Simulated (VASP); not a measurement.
# V in VASP: a series of runs

The runs below take V through single point, with PBE.

Program: VASP 6.6.1. These are calculated values, not measurements. Logs are shortened: lines on timing, memory, paths and dates and some standing lists are left out, and cuts for length are marked.

## Step 1: The cell of the first run

The structure is tetragonal, space group I4/mmm (No. 139). Conventional cell: a = 3.117 Å, b = 3.117 Å, c = 3.026 Å, α = 90.00°, β = 90.00°, γ = 90.00°. Within 3.5 Å of V (site symmetry 4/mmm) lie 14 V at 2.67 to 3.12 Å.

## Step 2: Single point, PBE, collinear spin, ferromagnetic start (equal xx and yy strain of +3 %)

INCAR reads:

```
ALGO = Normal
EDIFF = 1E-6
ENCUT = 520
GGA = PE
ISIF = 2
ISMEAR = -1
ISPIN = 2
LASPH = True
LCHARG = True
LELF = True
LMAXMIX = 4
LORBIT = 11
LREAL = False
LVHAR = True
LWAVE = False
MAGMOM = 1.5
NBANDS = 16
NELM = 150
PREC = Accurate
SIGMA = 0.03
```

KPOINTS reads:

```
k-points
0
Gamma
  19 19 19
```

POSCAR reads:

```
V
1.0
   -1.5583900000      1.5583900000      1.5130000000
    1.5583900000     -1.5583900000      1.5130000000
    1.5583900000      1.5583900000     -1.5130000000
V
1
Direct
    0.0000000000      0.0000000000      0.0000000000
```

Potentials or basis: VASP PAW PBE potentials, release 64 (V_sv).

The run is started by

```sh
$ cat potpaw_PBE.64/V_sv/POTCAR > POTCAR
$ mpirun -np 1 vasp_std > vasp.out
```

OUTCAR:

```text
EDIFF = 1E-6
   ENCUT = 520
   GGA = PE
   ISIF = 2
   ISMEAR = -1
   ISPIN = 2
   LASPH = True
   LORBIT = 11
   LREAL = False
   NELM = 150
   PREC = Accurate

 ion  position               nearest neighbor table
   1  0.000  0.000  0.000-

  LATTYP: Found a body centered tetragonal cell.
 ALAT       =     3.1167800000
 C/A-ratio  =     0.9708737864

  Lattice vectors:

 A1 = (  -1.5583900000,   1.5583900000,   1.5130000000)
 A2 = (   1.5583900000,  -1.5583900000,   1.5130000000)
 A3 = (   1.5583900000,   1.5583900000,  -1.5130000000)

Analysis of symmetry for initial positions (statically):
=====================================================================
 Subroutine PRICEL returns:
 Original cell was already a primitive cell.

 Routine SETGRP: Setting up the symmetry group for a
 body centered tetragonal supercell.

 Subroutine GETGRP returns: Found 16 space group operations
 (whereof 16 operations were pure point group operations)
 out of a pool of 16 trial point group operations.

The static configuration has the point symmetry D_4h.

Analysis of symmetry for dynamics (positions and initial velocities):
=====================================================================
 Subroutine PRICEL returns:
 Original cell was already a primitive cell.

 Routine SETGRP: Setting up the symmetry group for a
 body centered tetragonal supercell.

 Subroutine GETGRP returns: Found 16 space group operations
 (whereof 16 operations were pure point group operations)
 out of a pool of 16 trial point group operations.

The dynamic configuration has the point symmetry D_4h.

Analysis of structural, dynamic, and magnetic symmetry:
=====================================================================
 Subroutine PRICEL returns:
 Original cell was already a primitive cell.

 Routine SETGRP: Setting up the symmetry group for a
 body centered tetragonal supercell.

 Subroutine GETGRP returns: Found 16 space group operations
 (whereof 16 operations were pure point group operations)
 out of a pool of 16 trial point group operations.

The overall configuration has the point symmetry D_4h.

 Subroutine INISYM returns: Found 16 space group operations
 (whereof 16 operations are pure point group operations),
 and found     1 'primitive' translations

----------------------------------------------------------------------------------------

                                     Primitive cell

  volume of cell :      14.6978

[... 100 lines left out ...]
   EFERMI =   0.00;   METHOD = LEGACY
   ISMEAR =    -1;   SIGMA  =   0.03  broadening in eV -4-tet -1-fermi 0-gaus
   EFERMI_NEDOS =   21; number of points for ismear=-14 and -15
   IALGO  =     38    algorithm
   IMIX   =      4    mixing-type and parameters
     AMIX     =   0.40;   BMIX     =  1.00
     AMIX_MAG =   1.60;   BMIX_MAG =  1.00
  volume/ion in A,a.u.               =      14.70        99.19
  Fermi-wavevector in a.u.,A,eV,Ry     =   1.571468  2.969644 33.599746  2.469512
  Thomas-Fermi vector in A             =   2.673047
   LORBIT       =     11    0 simple, 1 ext, 2 COOP (PROOUT), +10 PAW based schemes
   GGA     = PE    functional components
   LHFCALC =     F    Hartree Fock is set to
   AEXX    =    0.0000 exact exchange contribution
   IVDW    =     0    specifies the selected vdW correction
   LEPSILON=     F    determine dielectric tensor
   LRPA    =     F    only Hartree local field effects (RPA)
 spin polarized calculation
  energy-cutoff  :      520.00
  volume of cell :       14.70
 maximum number of plane-waves:       410
   NGX =  9   NGY =  9   NGZ =  9

 number of electron      13.0000008 magnetization       0.0004664

 Free energy of the ion-electron system (eV)
  ---------------------------------------------------
  ext. energy  EPLUGINS =         0.00000000
  ---------------------------------------------------
  free energy    TOTEN  =        -8.93721221 eV

  energy without entropy =       -8.93103889  energy(sigma->0) =       -8.93412555

 E-fermi :   8.6563     XC(G=0): -12.4392

 val. band max:        8.6561244036   @ k =  -0.1053  -0.2105   0.0526
 cond. band min:       8.6565278314   @ k =  -0.1053  -0.2105   0.0526
 fundamental gap:      0.0004034278
 Fermi energy:         8.6562598423

 spin component 1

 k-point     1 :       0.0000    0.0000    0.0000
  band No.  band energies     occupation
      1     -55.1733      1.00000
      2     -28.5972      1.00000
      3     -28.5961      1.00000
      4     -28.5961      1.00000
      5       2.2797      1.00000
      6       8.9081      0.00023
[... 435 lines left out ...]
      5       4.2099      1.00000
      6       8.3195      0.99999
[... 8 lines left out ...]
     15      34.2214      0.00000
     16      34.4712      0.00000

 [... further k-points ...]

 spin component 2

 k-point     1 :       0.0000    0.0000    0.0000
  band No.  band energies     occupation
      1     -55.1729      1.00000
      2     -28.5968      1.00000
      3     -28.5958      1.00000
      4     -28.5958      1.00000
      5       2.2799      1.00000
      6       8.9085      0.00022
[... 435 lines left out ...]
      5       4.2101      1.00000
      6       8.3199      0.99999
[... 8 lines left out ...]
     15      34.2217      0.00000
     16      34.4714      0.00000

 [... further k-points ...]

------------------------ aborting loop because EDIFF is reached ----------------------------------------

  FORCE on cell =-STRESS in cart. coord.  units (eV):
  Direction    XX          YY          ZZ          XY          YZ          ZX
  --------------------------------------------------------------------------------------
  -------------------------------------------------------------------------------------
  Total       -1.3054959     -1.3054959     -1.0675752      0.0000000      0.0000000      0.0000000
  in kB     -142.3098226   -142.3098226   -116.3744965      0.0000000      0.0000000      0.0000000
  external PRESSURE =    -133.6647139 kB  Pullay stress =       0.0000000 kB

 VOLUME and BASIS-vectors are now :
 -----------------------------------------------------------------------------
  energy-cutoff  :      520.00
  volume of cell :       14.70
      direct lattice vectors                 reciprocal lattice vectors
    -1.558390000  1.558390000  1.513000000     0.000000000  0.320843948  0.330469266
     1.558390000 -1.558390000  1.513000000     0.320843948  0.000000000  0.330469266
     1.558390000  1.558390000 -1.513000000     0.320843948  0.320843948  0.000000000

 POSITION                                       TOTAL-FORCE (eV/Angst)
 -----------------------------------------------------------------------------------
      0.00000      0.00000      0.00000         0.000000      0.000000     -0.000000
 -----------------------------------------------------------------------------------
    total drift:                                0.000000     -0.000000      0.000000

  FREE ENERGIE OF THE ION-ELECTRON SYSTEM (eV)
  ---------------------------------------------------
  free  energy   TOTEN  =        -8.9372122070 eV

  energy  without entropy=       -8.9310388939  energy(sigma->0) =       -8.93412555

 total charge

# of ion       s       p       d       tot
------------------------------------------
    1        2.317   6.194   3.000  11.512

 magnetization (x)

# of ion       s       p       d       tot
------------------------------------------
    1        0.000   0.000   0.000   0.000
```

OSZICAR:

```text
N       E                     dE             d eps       ncg     rms          rms(c)
DAV:   1     0.942922010414E+02    0.94292E+02   -0.64982E+03 35512   0.879E+02
DAV:   2    -0.859722598195E+01   -0.10289E+03   -0.98787E+02 38672   0.270E+02
DAV:   3    -0.101615366899E+02   -0.15643E+01   -0.15620E+01 40096   0.364E+01
DAV:   4    -0.101681179399E+02   -0.65813E-02   -0.65812E-02 41664   0.249E+00
DAV:   5    -0.101681804670E+02   -0.62527E-04   -0.62527E-04 40536   0.227E-01    0.172E+01
DAV:   6    -0.892784167656E+01    0.12403E+01   -0.19235E+00 35864   0.229E+01    0.189E+00
DAV:   7    -0.893944426285E+01   -0.11603E-01   -0.91599E-02 38096   0.267E+00    0.132E+00
DAV:   8    -0.893728029090E+01    0.21640E-02   -0.54433E-03 40432   0.895E-01    0.846E-01
DAV:   9    -0.893677965946E+01    0.50063E-03   -0.16609E-03 40160   0.434E-01    0.130E-01
DAV:  10    -0.893711257686E+01   -0.33292E-03   -0.55082E-04 38592   0.214E-01    0.587E-02
DAV:  11    -0.893717891965E+01   -0.66343E-04   -0.80593E-05 41048   0.683E-02    0.273E-02
DAV:  12    -0.893720227111E+01   -0.23351E-04   -0.15766E-05 38864   0.275E-02    0.165E-02
DAV:  13    -0.893720677358E+01   -0.45025E-05   -0.13611E-06 32272   0.868E-03    0.114E-02
DAV:  14    -0.893721136798E+01   -0.45944E-05   -0.49998E-06 39080   0.122E-02    0.410E-03
DAV:  15    -0.893721220699E+01   -0.83901E-06   -0.15093E-06 25144   0.662E-03
   1 F= -.89372122E+01 E0= -.89341256E+01  d E =-.617331E-02  mag=     0.0002
```

It took 88 s on 1 thread of Intel Xeon 6975P-C (Granite Rapids), shared host; peak memory 0.28 GiB.

Results:

* Free energy: -8.9372 eV
* Pressure: -13.4 GPa
* Net moment: 0.00 μB per cell
* Valence electrons inside the program's atomic spheres: V 11.51

Stress tensor (GPa, compression positive):
```
-14.23   0.00   0.00
  0.00 -14.23   0.00
  0.00   0.00 -11.64
```

Levels at points of the mesh, in eV from the Fermi level:
Spin up:
| k point | band 4 | band 5 | band 6 | band 7 | band 8 | band 9 | band 10 | band 11 |
| --- | --- | --- | --- | --- | --- | --- | --- | --- |
| (0.00, 0.00, 0.00) | -37.25 | -6.38 | 0.25 | 0.47 | 0.47 | 2.06 | 2.31 | 19.61 |
Spin down:
```tsv
k point	band 3	band 4	band 5	band 6	band 7	band 8	band 9	band 10	band 11	band 12
(0.00, 0.00, 0.00)	-37.25	-37.25	-6.38	0.25	0.47	0.47	2.06	2.31	19.61	19.61
```

Caveat: the cell differs from its parent crystal (equal xx and yy strain of +3 %).

## Step 3: Single point, PBE, collinear spin, ferromagnetic start (equal xy, yz and zx shear strains of -3 %)

INCAR reads:

```
PREC     = Accurate       # precision mode
ENCUT    = 520            # plane-wave cutoff, eV
EDIFF    = 1E-6           # SCF threshold, eV
ISMEAR   = -1             # smearing method
SIGMA    = 0.03           # smearing width, eV
LREAL    = False          # projectors in reciprocal space
LASPH    = True           # aspherical terms in the spheres
NELM     = 150            # most SCF steps
ALGO     = Normal         # electronic algorithm
ISIF     = 2              # what is computed and relaxed
LWAVE    = False          # write WAVECAR
LCHARG   = False          # write CHGCAR
ISPIN    = 2              # spin polarisation
MAGMOM   = 1.5            # initial moments
LORBIT   = 11             # projections on sites
LMAXMIX  = 4              # l up to which the mixer works
GGA      = PE             # functional
NBANDS   = 16             # bands
```

KPOINTS reads:

```
regular mesh
0
Gamma
  19 19 19
```

POSCAR reads:

```
V
1.0
   -1.5583900000      1.5130000000      1.5130000000
    1.5130000000     -1.5583900000      1.5130000000
    1.5130000000      1.5130000000     -1.5583900000
V
1
Direct
    0.0000000000      0.0000000000      0.0000000000
```

Potentials or basis: VASP PAW PBE potentials, release 64 (V_sv).

The run is started by

```sh
$ cat potpaw_PBE.64/V_sv/POTCAR > POTCAR
$ mpirun -np 1 vasp_std > vasp.out
```

Run time: 7.1 min. Hardware: 1 thread of Oxide Virtual Turin-like, shared host; peak memory 0.26 GiB.

Results (log left out):

```
Free energy                                           : -8.9875 eV
Pressure                                              : -4.7 GPa
Net moment                                            : 0.00 μB per cell
Valence electrons inside the program's atomic spheres : V 11.61
```

Stress tensor (GPa, compression positive):
```
-4.73  0.23  0.23
 0.23 -4.73  0.23
 0.23  0.23 -4.73
```

Levels at points of the mesh, in eV from the Fermi level:
Spin up:
| k point | band 4 | band 5 | band 6 | band 7 | band 8 | band 9 | band 10 | band 11 |
| --- | --- | --- | --- | --- | --- | --- | --- | --- |
| (0.00, 0.00, 0.00) | -37.01 | -6.52 | 0.09 | 0.54 | 0.54 | 2.39 | 2.39 | 19.57 |
Spin down:
| k point | band 3 | band 4 | band 5 | band 6 | band 7 | band 8 | band 9 | band 10 | band 11 | band 12 |
| --- | --- | --- | --- | --- | --- | --- | --- | --- | --- | --- |
| (0.00, 0.00, 0.00) | -37.13 | -37.01 | -6.52 | 0.09 | 0.54 | 0.54 | 2.39 | 2.39 | 19.57 | 20.62 |

Caveat: the cell differs from its parent crystal (equal xy, yz and zx shear strains of -3 %).

(Continued in part 2 of 2.)
